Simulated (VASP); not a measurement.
The system is TePb4Se3.

```xyz
8
Lattice="4.4143 0.0000 0.0000 0.0000 4.4143 0.0000 0.0000 0.0000 12.4857" Properties=species:S:1:pos:R:3 pbc="T T T"
Te    2.2072    2.2072    6.2428
Pb    0.0000    0.0000    0.0000
Pb    2.2072    2.2072    3.1214
Pb    0.0000    0.0000    6.2428
Pb    2.2072    2.2072    9.3642
Se    0.0000    0.0000    3.1214
Se    0.0000    0.0000    9.3642
Se    2.2072    2.2072    0.0000
```

* Program: VASP 6.6.1
* Task: relaxation of cell and atoms
* Functional: PBE
* Potentials or basis: VASP PAW PBE potentials, release 64 (Te, Pb_d, Se)
* Cutoff: 600 eV
* k mesh: 4 × 4 × 2
* Occupations: gaussian, width 0.1 eV
* Spin: no spin polarisation

At the start: pressure 1.7 GPa; volume 30.41 Å³/atom.

Where does the relaxation end?

Over 8 steps the energy falls by 10.3 meV/atom and the volume is 31.52 Å³/atom (+3.6 %); space group P4/mmm (No. 123, to 0.05 Å).

Step by step:
```csv
step,energy change (eV),largest force (eV/Å),pressure (GPa),volume (Å³)
1,0.0000,0.4482,1.69,243.30
2,-0.0562,0.2926,-0.47,254.74
3,-0.0578,0.3126,-0.19,253.05
4,-0.0673,0.2392,-0.13,252.66
5,-0.0801,0.0968,0.05,251.51
6,-0.0815,0.0735,-0.03,252.03
7,-0.0818,0.0559,-0.10,252.45
8,-0.0827,0.0319,-0.05,252.15
```

Final structure:
```
CELL_PARAMETERS angstrom
4.46881 0.00000 0.00000
0.00000 4.46881 0.00000
0.00000 0.00000 12.62628
ATOMIC_POSITIONS crystal
Te 0.50000 0.50000 0.50000
Pb 0.00000 0.00000 0.00000
Pb 0.50000 0.50000 0.24258
Pb 0.00000 0.00000 0.50000
Pb 0.50000 0.50000 0.75742
Se 0.00000 0.00000 0.24833
Se 0.00000 0.00000 0.75167
Se 0.50000 0.50000 0.00000
```
